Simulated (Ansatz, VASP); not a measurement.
**AsAu: VASP beside Ansatz**

INCAR

```
PREC     = Accurate       # precision mode
ENCUT    = 520            # plane-wave cutoff, eV
EDIFF    = 1E-6           # SCF threshold, eV
ISMEAR   = 0              # smearing method
SIGMA    = 0.05           # smearing width, eV
LREAL    = False          # projectors in reciprocal space
LASPH    = True           # aspherical terms in the spheres
NELM     = 60             # most SCF steps
ALGO     = Normal         # electronic algorithm
ISIF     = 2              # what is computed and relaxed
LWAVE    = False          # write WAVECAR
LCHARG   = False          # write CHGCAR
GGA      = PS             # functional
NBANDS   = 15             # bands
```

The input KPOINTS:

```
Automatic mesh
0
Gamma
  10 10 10
```

The input POSCAR:

```
AsAu
1.0
    0.0000000000      2.8874385136      2.8874385136
    2.8874385136      0.0000000000      2.8874385136
    2.8874385136      2.8874385136      0.0000000000
Au As
1 1
Direct
    0.0000000000      0.0000000000      0.0000000000
    0.2500000000      0.2500000000      0.2500000000
```

Input for Ansatz:

```yaml
crystal:
  lattice:
    - [0.0, 2.8874385136, 2.8874385136]
    - [2.8874385136, 0.0, 2.8874385136]
    - [2.8874385136, 2.8874385136, 0.0]
  atoms:
    - { symbol: Au, position: [0.0, 0.0, 0.0] }
    - { symbol: As, position: [0.25, 0.25, 0.25] }
basis:
  ecutwfc: 420
  ecutrho_ratio: 4
kpoints:
  mp_grid: { grid: [10, 10, 10] }
hamiltonian:
  xc: pbesol
scf:
  occupations: { method: gaussian, width: 0.05 }
output:
  forces: true
  stress: true
  eigenvalues: true
```

Alike in both runs: task single point; functional PBEsol; k mesh 10 × 10 × 10; occupations gaussian, width 0.05 eV; no spin polarisation.

|  | VASP | Ansatz |
| --- | --- | --- |
| version | VASP 6.6.1 | Ansatz 0.2.0 |
| potentials or method | VASP PAW PBE potentials, release 64 (Au, As), cutoff 520 eV | scalar-relativistic, plane waves, PAW |
| valence electrons in the cell | 16 | 34 |

```csv
,VASP,Ansatz,Ansatz less VASP
gap on the k mesh at the Fermi level (eV),none,none,-
pressure (GPa),-1.6,-1.6,-0.02
```

VASP's potentials were made for PBE, not for PBEsol. A gap of «none» marks a metal or a gap that the smearing closes. VASP's potentials hold 16 valence electrons a cell and Ansatz's 34, so a difference there can come from the potentials and not from the codes.

Neither program's run includes spin-orbit coupling.
